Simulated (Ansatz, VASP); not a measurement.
**P in VASP and in Ansatz**

```
CELL_PARAMETERS angstrom
3.38224 0.00000 0.00000
0.00000 35.90274 0.00000
0.00000 0.00000 4.49312
ATOMIC_POSITIONS crystal
P 0.00000 0.97026 0.59215
P 0.00000 0.02974 0.40785
P 0.50000 0.02974 0.09215
P 0.50000 0.97026 0.90785
```

Change from the starting cell: strain +0.030 along x and y, -0.030 along z, atoms carried along.

Alike in both runs: task single point; functional PBEsol; k mesh 8 × 1 × 6; occupations gaussian, width 0.05 eV; no spin polarisation.

|  | VASP | Ansatz |
| --- | --- | --- |
| version | VASP 6.6.1 | Ansatz 0.2.0 |
| potentials or method | VASP PAW PBE potentials, release 64 (P), cutoff 520 eV | scalar-relativistic, plane waves, PAW |
| valence electrons in the cell | 20 | 20 |

Ansatz gave:

```
gap on the k mesh at the Fermi level (eV) : 0.60
least direct gap on the mesh (eV)         : 0.60
rms of the force components (eV/Å)        : 0.425
```

Question: Which values does VASP return?

Answer: gap on the k mesh at the Fermi level (eV): 0.61; least direct gap on the mesh (eV): 0.61; rms of the force components (eV/Å): 0.422.

VASP's potentials were made for PBE, not for PBEsol. Atom by atom the forces differ by 0.010 eV/Å (rms over components).
